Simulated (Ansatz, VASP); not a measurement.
## AlCu in VASP and in Ansatz

The input INCAR:

```
  PREC = Accurate
  ENCUT = 520
  EDIFF = 1E-6
  ISMEAR = 0
  SIGMA = 0.15
  LREAL = F
  LASPH = T
  NELM = 60
  ALGO = Fast
  ISIF = 2
  LWAVE = F
  LCHARG = F
  GGA = PS
  NBANDS = 14
```

File KPOINTS:

```
regular mesh
0
Gamma
  16 16 16
```

POSCAR

```
AlCu
1.0
    2.9975090000      0.0000000000      0.0000000000
    0.0000000000      2.9975090000      0.0000000000
    0.0000000000      0.0000000000      2.9975090000
Al Cu
1 1
Direct
    0.0834025853      0.0000000000      0.0000000000
    0.5000000000      0.5000000000      0.5000000000
```

Input for Ansatz:

```yaml
crystal:
  lattice:
    - [2.997509, 0.0, 0.0]
    - [0.0, 2.997509, 0.0]
    - [0.0, 0.0, 2.997509]
  atoms:
    - { symbol: Al, position: [0.0834025853, 0.0, 0.0] }
    - { symbol: Cu, position: [0.5, 0.5, 0.5] }
basis:
  ecutwfc: 420
kpoints:
  mp_grid: { grid: [16, 16, 16] }
hamiltonian:
  xc: pbesol
scf:
  occupations: { method: gaussian, width: 0.15 }
output:
  forces: true
  stress: true
  eigenvalues: true
```

Change from the starting cell: all Al atoms moved -0.250 Å, as atom 1 towards its neighbour atom 1 (Al) at 2.998 Å.

Alike in both runs: task single point; functional PBEsol; k mesh 16 × 16 × 16; occupations gaussian, width 0.15 eV; no spin polarisation.

```csv
,VASP,Ansatz
version,VASP 6.6.1,Ansatz 0.2.0
potentials or method,"VASP PAW PBE potentials, release 64 (Al, Cu), cutoff 520 eV","scalar-relativistic, plane waves, PAW"
valence electrons in the cell,14,22
```

VASP gave:

| Property | Result |
| --- | --- |
| gap on the k mesh at the Fermi level (eV) | none |
| pressure (GPa) | -2.1 |
| traceless stress, the component that is largest in VASP (GPa) | -1.40 |
| rms of the force components (eV/Å) | 0.538 |

Task: What did Ansatz give for the same quantities?

Result: gap on the k mesh at the Fermi level (eV): none; pressure (GPa): -2.1; traceless stress, the component that is largest in VASP (GPa): -1.38; rms of the force components (eV/Å): 0.534.

VASP's potentials were made for PBE, not for PBEsol. Atom by atom the forces differ by 0.003 eV/Å (rms over components). A gap of «none» marks a metal or a gap that the smearing closes. VASP's potentials hold 14 valence electrons a cell and Ansatz's 22, so a difference there can come from the potentials and not from the codes.
